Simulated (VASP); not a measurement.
# TaN: single point with PBE-based screened hybrid with 25 % exact exchange

The system is TaN.

```
Ta N
1.0
     2.73042    0.00000    0.00000
     0.00000    2.73042    0.00000
     0.00000    0.00000    2.73042
Ta N
1 1
Direct
  0.00000 0.00000 0.00000
  0.50000 0.50000 0.50000
```

| Quantity | Value |
| --- | --- |
| Program | VASP 6.6.1 |
| Task | single point |
| Functional | PBE-based screened hybrid with 25 % exact exchange |
| Potentials or basis | VASP PAW PBE potentials, release 64 (Ta_pv, N) |
| Cutoff | 520 eV |
| k mesh | 5 × 5 × 5 |
| Occupations | fermi-dirac, width 0.05 eV |
| Spin | no spin polarisation |

| Item | Value |
| --- | --- |
| Pressure | -0.4 GPa |
| Band gap on the k mesh | zero (bands 8 and 9 overlap by 6.96 eV) |

Levels at points of the mesh, in eV from the Fermi level:
```
           k point  band 4  band 5  band 6  band 7  band 8  band 9  band 10  band 11  band 12  band 13
(0.00, 0.00, 0.00)  -19.30   -4.25   -4.25   -2.03   -2.03   -2.03     4.35     5.98     5.98     5.98
```

It took 8.6 min on 1 thread of AMD EPYC 7R43 64-Core Processor (Zen 3), on a shared host, peak memory 0.2 GiB.

Caveat: the k points lie up to 0.46 Å⁻¹ apart, too coarse for converged energies and pressures of a metal; the PAW data sets were made with another functional, which shifts forces and pressure a little; spin-orbit coupling is left out, which moves the levels of the heavy elements.
